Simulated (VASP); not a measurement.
# BeS (F-43m) in VASP: notebook, part 2 of 2

VASP 6.6.1.

## Step 4: Single point, PBEsol

The input, INCAR:

```
SYSTEM = BeS
PREC     = Accurate       ! precision mode
ENCUT    = 600            ! plane-wave cutoff, eV
EDIFF    = 1E-6           ! SCF threshold, eV
ISMEAR   = 0              ! smearing method
SIGMA    = 0.01           ! smearing width, eV
LREAL    = .False.        ! projectors in reciprocal space
LASPH    = .True.         ! aspherical terms in the spheres
NELM     = 120            ! most SCF steps
ALGO     = Normal         ! electronic algorithm
ISIF     = 2              ! what is computed and relaxed
LWAVE    = .False.        ! write WAVECAR
LCHARG   = .True.         ! write CHGCAR
GGA      = PS             ! functional
LELF     = .True.         ! ELF
LVHAR    = .True.       
NBANDS   = 11             ! bands
GGA_COMPAT= .False.
```

The input, KPOINTS:

```
Automatic mesh
0
Gamma
  8 8 8
  0 0 0
```

The input, POSCAR:

```
BeS
1.0
    0.0000000000      2.4188308203      2.4188308203
    2.4188308203      0.0000000000      2.4188308203
    2.4188308203      2.4188308203      0.0000000000
Be S
1 1
Direct
    0.0000000000      0.0000000000      0.0000000000
    0.2500000000      0.2500000000      0.2500000000
```

Potentials or basis: VASP PAW PBE potentials, release 64 (Be, S).

Started as:

```
$ cat potpaw_PBE.64/Be/POTCAR potpaw_PBE.64/S/POTCAR > POTCAR
$ mpirun -np 1 vasp_std > vasp.out
```

OUTCAR:

```text
SYSTEM = BeS
   PREC = Accurate
   ENCUT = 600
   EDIFF = 1E-6
   ISMEAR = 0
   LREAL = .False.
   LASPH = .True.
   NELM = 120
   ISIF = 2
   GGA = PS

 ion  position               nearest neighbor table
   1  0.000  0.000  0.000-   2 2.09   2 2.09   2 2.09   2 2.09
   2  0.250  0.250  0.250-   1 2.09   1 2.09   1 2.09   1 2.09

  LATTYP: Found a face centered cubic cell.
 ALAT       =     4.8376616406

  Lattice vectors:

 A1 = (   0.0000000000,   2.4188308203,   2.4188308203)
 A2 = (   2.4188308203,   0.0000000000,   2.4188308203)
 A3 = (   2.4188308203,   2.4188308203,   0.0000000000)

Analysis of symmetry for initial positions (statically):
=====================================================================
 Subroutine PRICEL returns:
 Original cell was already a primitive cell.

 Routine SETGRP: Setting up the symmetry group for a
 face centered cubic supercell.

 Subroutine GETGRP returns: Found 24 space group operations
 (whereof 24 operations were pure point group operations)
 out of a pool of 48 trial point group operations.

The static configuration has the point symmetry T_d .

Analysis of symmetry for dynamics (positions and initial velocities):
=====================================================================
 Subroutine PRICEL returns:
 Original cell was already a primitive cell.

 Routine SETGRP: Setting up the symmetry group for a
 face centered cubic supercell.

 Subroutine GETGRP returns: Found 24 space group operations
 (whereof 24 operations were pure point group operations)
 out of a pool of 48 trial point group operations.

The dynamic configuration has the point symmetry T_d .

 Subroutine INISYM returns: Found 24 space group operations
 (whereof 24 operations are pure point group operations),
 and found     1 'primitive' translations

----------------------------------------------------------------------------------------

                                     Primitive cell

  volume of cell :      28.3039

[... 115 lines left out ...]
   AEXX    =    0.0000 exact exchange contribution
   IVDW    =     0    specifies the selected vdW correction
   LEPSILON=     F    determine dielectric tensor
   LRPA    =     F    only Hartree local field effects (RPA)
 non-spin polarized calculation
 Gauss-broadening in eV      SIGMA  =   0.01
  energy-cutoff  :      600.00
  volume of cell :       28.30
 maximum number of plane-waves:       960
   NGX = 13   NGY = 13   NGZ = 13

 number of electron       8.0000000 magnetization

 Free energy of the ion-electron system (eV)
  ---------------------------------------------------
  ext. energy  EPLUGINS =         0.00000000
  ---------------------------------------------------
  free energy    TOTEN  =       -10.56434389 eV

  energy without entropy =      -10.56434389  energy(sigma->0) =      -10.56434389

 E-fermi :   4.3570     XC(G=0):  -9.9323

 val. band max:        4.2236439627   @ k =   0.0000   0.0000   0.0000
 cond. band min:       7.1344408027   @ k =   0.5000   0.5000   0.0000
 fundamental gap:      2.9107968400
 Fermi energy:         4.3569897475

 k-point     1 :       0.0000    0.0000    0.0000
  band No.  band energies     occupation
      1      -9.5458      2.00000
      2       4.2236      2.00000
      3       4.2236      2.00000
      4       4.2236      2.00000
      5       9.8300      0.00000
      6       9.8300      0.00000
      7       9.8300      0.00000
      8       9.9942      0.00000
      9      17.0334      0.00000
     10      17.0334      0.00000
     11      18.9589      0.00000
[... 309 lines left out ...]
 k-point    24 :      -0.3750    0.2500    0.1250
  band No.  band energies     occupation
      1      -7.6067      2.00000
      2      -1.1452      2.00000
      3       1.3892      2.00000
      4       2.3388      2.00000
      5      10.1890      0.00000
      6      10.7443      0.00000
      7      13.3441      0.00000
      8      14.6796      0.00000
      9      15.6100      0.00000
     10      19.5712      0.00000
     11      20.1433      0.00000

 [... further k-points ...]

------------------------ aborting loop because EDIFF is reached ----------------------------------------

  FORCE on cell =-STRESS in cart. coord.  units (eV):
  Direction    XX          YY          ZZ          XY          YZ          ZX
  --------------------------------------------------------------------------------------
  -------------------------------------------------------------------------------------
  Total        0.0371912      0.0371912      0.0371912      0.0000000      0.0000000      0.0000000
  in kB        2.1052535      2.1052535      2.1052535      0.0000000      0.0000000      0.0000000
  external PRESSURE =       2.1052535 kB  Pullay stress =       0.0000000 kB

 VOLUME and BASIS-vectors are now :
 -----------------------------------------------------------------------------
  energy-cutoff  :      600.00
  volume of cell :       28.30
      direct lattice vectors                 reciprocal lattice vectors
     0.000000000  2.418830820  2.418830820    -0.206711439  0.206711439  0.206711439
     2.418830820  0.000000000  2.418830820     0.206711439 -0.206711439  0.206711439
     2.418830820  2.418830820  0.000000000     0.206711439  0.206711439 -0.206711439

 POSITION                                       TOTAL-FORCE (eV/Angst)
 -----------------------------------------------------------------------------------
      0.00000      0.00000      0.00000        -0.000000     -0.000000     -0.000000
      1.20942      1.20942      1.20942         0.000000      0.000000      0.000000
 -----------------------------------------------------------------------------------
    total drift:                               -0.000000     -0.000000      0.000000

  FREE ENERGIE OF THE ION-ELECTRON SYSTEM (eV)
  ---------------------------------------------------
  free  energy   TOTEN  =       -10.5643438912 eV

  energy  without entropy=      -10.5643438912  energy(sigma->0) =      -10.56434389
```

OSZICAR:

```text
N       E                     dE             d eps       ncg     rms          rms(c)
DAV:   1     0.215782602781E+02    0.21578E+02   -0.41005E+03   638   0.686E+02
DAV:   2    -0.945391205232E+01   -0.31032E+02   -0.29950E+02   871   0.124E+02
DAV:   3    -0.107468415067E+02   -0.12929E+01   -0.12902E+01   837   0.249E+01
DAV:   4    -0.107541438328E+02   -0.73023E-02   -0.73005E-02   810   0.214E+00
DAV:   5    -0.107542001885E+02   -0.56356E-04   -0.56355E-04   828   0.175E-01    0.540E+00
DAV:   6    -0.106132803579E+02    0.14092E+00   -0.10932E-01   739   0.154E+00    0.356E+00
DAV:   7    -0.105640246610E+02    0.49256E-01   -0.11167E-01   781   0.167E+00    0.795E-01
DAV:   8    -0.105642889379E+02   -0.26428E-03   -0.55638E-03   805   0.404E-01    0.142E-01
DAV:   9    -0.105643334351E+02   -0.44497E-04   -0.32523E-04   787   0.118E-01    0.445E-02
DAV:  10    -0.105643401947E+02   -0.67596E-05   -0.34565E-05   850   0.287E-02    0.116E-02
DAV:  11    -0.105643437567E+02   -0.35620E-05   -0.78794E-06   740   0.160E-02    0.572E-03
DAV:  12    -0.105643438912E+02   -0.13450E-06   -0.17735E-07   468   0.311E-03
   1 F= -.10564344E+02 E0= -.10564344E+02  d E =-.198063E-81
```

It took 18 s on 1 thread of Intel Xeon Platinum 8259CL at 2.50GHz (Skylake/Cascade Lake), shared host; peak memory 0.14 GiB.

Results:

* Free energy: -10.5643 eV
* Pressure: 0.2 GPa
* Band gap on the k mesh: 2.91 eV (least direct gap 5.61 eV)

Levels at points of the mesh, in eV from the valence-band top:
| k point | band 2 | band 3 | band 4 | band 5 | band 6 | band 7 |
| --- | --- | --- | --- | --- | --- | --- |
| (0.00, 0.00, 0.00) | 0.00 | 0.00 | 0.00 | 5.61 | 5.61 | 5.61 |
| (0.50, 0.00, 0.00) | -5.91 | -1.05 | -1.05 | 5.41 | 6.48 | 6.48 |
| (0.50, 0.50, 0.00) | -5.11 | -2.70 | -2.70 | 2.91 | 4.80 | 12.81 |

Caveat: the PAW data sets were made with another functional, which shifts forces and pressure a little. A k mesh can miss the band edges.
